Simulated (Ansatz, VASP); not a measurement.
## Li2TiO2 in VASP and in Ansatz

```xyz
5
Lattice="2.7870 0.0000 0.0000 0.0000 2.7870 0.0000 0.0000 0.0000 8.8209" Properties=species:S:1:pos:R:3 pbc="T T T"
Li    0.0000    0.0000    5.3623
Li    0.0000    0.0000    3.4587
Ti    0.0000    0.0000    0.0000
O     1.3935    1.3935    0.0000
O     1.3935    1.3935    4.4105
```

Alike in both runs: functional PBE; k mesh 14 × 14 × 4; occupations gaussian, width 0.1 eV; collinear spin.

Ansatz relaxed the structure, and its values are those at the end. VASP's run is a single point on that final structure, the one shown.

|  | VASP | Ansatz |
| --- | --- | --- |
| version | VASP 6.6.1 | Ansatz 0.2.0 |
| potentials or method | VASP PAW PBE potentials, release 64 (Li_sv, Ti_sv, O), cutoff 750 eV | scalar-relativistic, plane waves, PAW |
| valence electrons in the cell | 30 | 30 |

|  | VASP | Ansatz | Ansatz less VASP |
| --- | --- | --- | --- |
| gap on the k mesh at the Fermi level (eV) | none | none | - |
| pressure (GPa) | -0.1 | 0.0 | +0.12 |
| rms of the force components (eV/Å) | 0.008 | 0.001 | -0.0064 |
| net moment per atom (μB) | 0.00 | 0.11 | +0.111 |
| size of the moment on the site where the two differ most (μB) | 0.00 | 0.20 | +0.194 |

The net moments are unlike, so the other rows may belong to different states. Site moments also hang on the region over which each program counts them. A gap of «none» marks a metal or a gap that the smearing closes.
